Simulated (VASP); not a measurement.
# AgCl (Amm2) in VASP: notebook, part 2 of 2

VASP 6.6.1. The steps go on from the part before.

## 3. Single point, PBE (mode 1 (-31.0 1/cm) frozen in, largest displacement -0.400 Å)

INCAR

```
PREC = Accurate
ENCUT = 520
EDIFF = 1E-6
ISMEAR = 0
SIGMA = 0.05
LREAL = F
LASPH = T
NELM = 100
ALGO = Normal
ISIF = 2
LWAVE = F
LCHARG = F
GGA = PE
NBANDS = 46
```

KPOINTS

```
Automatic mesh
0
Gamma
  10 10 4
```

POSCAR

```
AgCl
1.0
   -3.7861669437      0.0000000000      0.0000000000
    0.0000000000      0.0000000000      3.8937085080
    0.0000000000     11.6224404486      0.0000000000
Ag Cl
4 4
Direct
    1.0000000000      0.7500000000      0.6173585450
    0.5000000000      0.7500000000      0.1173585450
    1.0000000000      0.2500000000      0.4052626460
    0.5000000000      0.2500000000      0.9052626460
    0.0000000000      0.2500000000      0.0991049518
    0.5000000000      0.2500000000      0.5991049518
    0.0000000000      0.7500000000      0.8320626886
    0.5000000000      0.7500000000      0.3320626886
```

Potentials or basis: VASP PAW PBE potentials, release 64 (Ag, Cl).

Started as:

```bash
cat potpaw_PBE.64/Ag/POTCAR potpaw_PBE.64/Cl/POTCAR > POTCAR
mpirun -np 1 vasp_std > vasp.out
```

OUTCAR:

```text
PREC = Accurate
   ENCUT = 520
   EDIFF = 1E-6
   ISMEAR = 0
   LREAL = F
   LASPH = T
   NELM = 100
   ISIF = 2
   GGA = PE

 ion  position               nearest neighbor table
   1  0.000  0.750  0.617-   7 2.50   6 2.72   6 2.72   6 2.72   6 2.72   3 3.14   3 3.14
   2  0.500  0.750  0.117-   8 2.50   5 2.72   5 2.72   5 2.72   5 2.72   4 3.14   4 3.14
   3  0.000  0.250  0.405-   8 2.85   8 2.85   8 2.85   8 2.85   6 2.94   6 2.94   1 3.14   1 3.14

   4  0.500  0.250  0.905-   7 2.85   7 2.85   7 2.85   7 2.85   5 2.94   5 2.94   2 3.14   2 3.14

   5  0.000  0.250  0.099-   2 2.72   2 2.72   2 2.72   2 2.72   4 2.94   4 2.94
   6  0.500  0.250  0.599-   1 2.72   1 2.72   1 2.72   1 2.72   3 2.94   3 2.94
   7  0.000  0.750  0.832-   1 2.50   4 2.85   4 2.85   4 2.85   4 2.85
   8  0.500  0.750  0.332-   2 2.50   3 2.85   3 2.85   3 2.85   3 2.85

  LATTYP: Found a simple orthorhombic cell.
 ALAT       =     3.7861669437
 B/A-ratio  =     1.0284038094
 C/A-ratio  =     3.0697115635

  Lattice vectors:

 A1 = (  -3.7861669437,   0.0000000000,   0.0000000000)
 A2 = (   0.0000000000,   0.0000000000,   3.8937085080)
[... 214 lines left out ...]
  band No.  band energies     occupation
      1     -11.3449      2.00000
      2     -11.2027      2.00000
      3     -10.9468      2.00000
      4     -10.7992      2.00000
      5      -0.8739      2.00000
      6      -0.8349      2.00000
[... 1165 lines left out ...]
     45      11.6392      0.00000
     46      11.6392      0.00000

 [... further k-points ...]

------------------------ aborting loop because EDIFF is reached ----------------------------------------

  FORCE on cell =-STRESS in cart. coord.  units (eV):
  Direction    XX          YY          ZZ          XY          YZ          ZX
  --------------------------------------------------------------------------------------
  -------------------------------------------------------------------------------------
  Total       -0.0498788      3.2700504      0.0170278      0.0000000      0.0000000      0.0000000
  in kB       -0.4664085     30.5776784      0.1592243      0.0000000      0.0000000      0.0000000
  external PRESSURE =      10.0901647 kB  Pullay stress =       0.0000000 kB

 VOLUME and BASIS-vectors are now :
 -----------------------------------------------------------------------------
  energy-cutoff  :      520.00
  volume of cell :      171.34
      direct lattice vectors                 reciprocal lattice vectors
    -3.786166944  0.000000000  0.000000000    -0.264119363  0.000000000  0.000000000
     0.000000000  0.000000000  3.893708508     0.000000000  0.000000000  0.256824567
     0.000000000 11.622440449  0.000000000     0.000000000  0.086040449  0.000000000

 POSITION                                       TOTAL-FORCE (eV/Angst)
 -----------------------------------------------------------------------------------
      0.00000      7.17521      2.92028        -0.000000     -0.474589     -0.000000
     -1.89308      1.36399      2.92028        -0.000000     -0.474589     -0.000000
      0.00000      4.71014      0.97343        -0.000000     -0.028990      0.000000
     -1.89308     10.52136      0.97343        -0.000000     -0.028990     -0.000000
      0.00000      1.15184      0.97343        -0.000000     -0.143439     -0.000000
     -1.89308      6.96306      0.97343        -0.000000     -0.143439      0.000000
      0.00000      9.67060      2.92028         0.000000      0.647018     -0.000000
     -1.89308      3.85938      2.92028        -0.000000      0.647018     -0.000000
 -----------------------------------------------------------------------------------
    total drift:                               -0.000000      0.000635     -0.000000

  FREE ENERGIE OF THE ION-ELECTRON SYSTEM (eV)
  ---------------------------------------------------
  free  energy   TOTEN  =       -21.2377278646 eV

  energy  without entropy=      -21.2377278645  energy(sigma->0) =      -21.23772786
```

OSZICAR:

```text
N       E                     dE             d eps       ncg     rms          rms(c)
DAV:   1     0.507149860901E+03    0.50715E+03   -0.35161E+04  9936   0.145E+03
DAV:   2     0.121154649963E+02   -0.49503E+03   -0.47657E+03 11186   0.317E+02
DAV:   3    -0.217119227671E+02   -0.33827E+02   -0.33547E+02 11766   0.810E+01
DAV:   4    -0.222166378485E+02   -0.50472E+00   -0.50402E+00 11254   0.113E+01
DAV:   5    -0.222252450431E+02   -0.86072E-02   -0.86061E-02 11462   0.150E+00    0.121E+01
DAV:   6    -0.212496248121E+02    0.97562E+00   -0.22798E+00 12060   0.117E+01    0.850E+00
DAV:   7    -0.212562705399E+02   -0.66457E-02   -0.10462E+00 11066   0.445E+00    0.324E+00
DAV:   8    -0.212371994840E+02    0.19071E-01   -0.70953E-02 11270   0.179E+00    0.773E-01
DAV:   9    -0.212375523491E+02   -0.35287E-03   -0.17182E-02 11112   0.833E-01    0.134E-01
DAV:  10    -0.212376283617E+02   -0.76013E-04   -0.49153E-04 11396   0.137E-01    0.789E-02
DAV:  11    -0.212377093817E+02   -0.81020E-04   -0.12870E-04 11478   0.595E-02    0.266E-02
DAV:  12    -0.212377251282E+02   -0.15747E-04   -0.17699E-05 11032   0.273E-02    0.109E-02
DAV:  13    -0.212377281225E+02   -0.29943E-05   -0.66248E-06 10832   0.181E-02    0.539E-03
DAV:  14    -0.212377278646E+02    0.25798E-06   -0.72644E-07  6654   0.492E-03
   1 F= -.21237728E+02 E0= -.21237728E+02  d E =-.197613E-10
```

stdout:

```text
POSCAR found type information on POSCAR AgCl
 POSCAR found :  2 types and       8 ions
 scaLAPACK will be used
 LDA part: xc-table for (Slater+PW92), standard interpolation
 POSCAR, INCAR and KPOINTS ok, starting setup
 FFT: planning ... GRIDC
 FFT: planning ... GRID_SOFT
 FFT: planning ... GRID
 WAVECAR not read
 entering main loop
```

It took 14 min on 1 thread of Intel Xeon Platinum 8259CL at 2.50GHz (Skylake/Cascade Lake), shared host; peak memory 0.69 GiB.

Results:

```
Free energy            : -21.2377 eV
Pressure               : 1.0 GPa
Largest force          : 0.647 eV/Å
Band gap on the k mesh : 0.41 eV
```

Forces on the atoms (eV/Å):
```
Ag   0.000 -0.475  0.000
Ag   0.000 -0.475  0.000
Ag   0.000 -0.029  0.000
Ag   0.000 -0.029  0.000
Cl   0.000 -0.143  0.000
Cl   0.000 -0.143  0.000
Cl   0.000  0.647  0.000
Cl   0.000  0.647  0.000
```

Stress tensor (GPa, compression positive):
```
-0.05  0.00  0.00
 0.00  3.06  0.00
 0.00  0.00  0.02
```

Caveat: the cell differs from its parent crystal (mode 1 (-31.0 1/cm) frozen in, largest displacement -0.400 Å). A k mesh can miss the band edges.
